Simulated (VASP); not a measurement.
Wanted: the native input for a VASP 6.6.1 run.

```
Task                   : single point
Functional             : PBE
Potentials or basis    : VASP PAW PBE potentials, release 64 (Al, N)
Cutoff                 : 600 eV
k mesh                 : 10 × 10 × 10
Occupations            : gaussian, width 0.02 eV
Spin                   : no spin polarisation
Dipole correction      : no
Further INCAR settings : ALGO = Normal; EDIFF = 1e-06; NBANDS = 11
```

The structure of AlN (e600) lies in POSCAR:

```
AlN
1.0
    0.0000000000      2.2015276860      2.2015276860
    2.2015276860      0.0000000000      2.2015276860
    2.2015276860      2.2015276860      0.0000000000
Al N
1 1
Direct
    0.0000000000      0.0000000000      0.0000000000
    0.7500000000      0.7500000000      0.7500000000
```

One way to write it, as run:

INCAR

```
SYSTEM = AlN
  PREC = Accurate
  ENCUT = 600
  EDIFF = 1E-6
  ISMEAR = 0
  SIGMA = 0.02
  LREAL = .False.
  LASPH = .True.
  NELM = 120
  ALGO = Normal
  ISIF = 2
  LWAVE = .False.
  LCHARG = .False.
  GGA = PE
  NBANDS = 11
  GGA_COMPAT = .False.
```

KPOINTS

```
regular mesh
0
Gamma
  10 10 10
  0 0 0
```

Potentials or basis: VASP PAW PBE potentials, release 64 (Al, N).

Run with:

```bash
$ cat potpaw_PBE.64/Al/POTCAR potpaw_PBE.64/N/POTCAR > POTCAR
$ mpirun -np 1 vasp_std > vasp.out
```

It gave:

```yaml
Pressure: -0.4 GPa
Band_gap_on_the_k_mesh: 3.31 eV, indirect (least direct gap 3.99 eV)
```

Run time: 11 s on 1 thread of Intel(R) Xeon(R) Platinum 8375C CPU @ 2.90GHz (Ice Lake) (shared host), peak memory 0.15 GiB.
